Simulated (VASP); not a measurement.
Input of a VASP 6.6.1 run:

The input INCAR:

```
  PREC = Accurate
  ENCUT = 500
  EDIFF = 1E-6
  ISMEAR = 0
  SIGMA = 0.01
  LREAL = F
  LASPH = T
  NELM = 120
  ALGO = Normal
  ISIF = 2
  LWAVE = F
  LCHARG = F
  GGA = PS
  NBANDS = 16
  GGA_COMPAT = F
```

Contents of KPOINTS:

```
Automatic mesh
0
Gamma
  4 4 4
```

The input POSCAR:

```
CdSe
1.0
    0.0000000000      3.0410731566      3.0410731566
    3.0410731566      0.0000000000      3.0410731566
    3.0410731566      3.0410731566      0.0000000000
Cd Se
1 1
Direct
    0.0000000000      0.0000000000      0.0000000000
    0.2500000000      0.2500000000      0.2500000000
```

Potentials or basis: VASP PAW PBE potentials, release 64 (Cd, Se).

Run with:

```sh
$ cat potpaw_PBE.64/Cd/POTCAR potpaw_PBE.64/Se/POTCAR > POTCAR
$ mpirun -np 1 vasp_std > vasp.out
```

Q: Estimate the pressure.

A: 0.5 GPa.

Q: Estimate the band gap on the k mesh.

A: 0.47 eV, direct.

Caveat: the k points lie up to 0.45 Å⁻¹ apart; the PAW data sets were made with another functional, which shifts forces and pressure a little. PBEsol gaps usually lie below the measured ones, often by a third to a half.
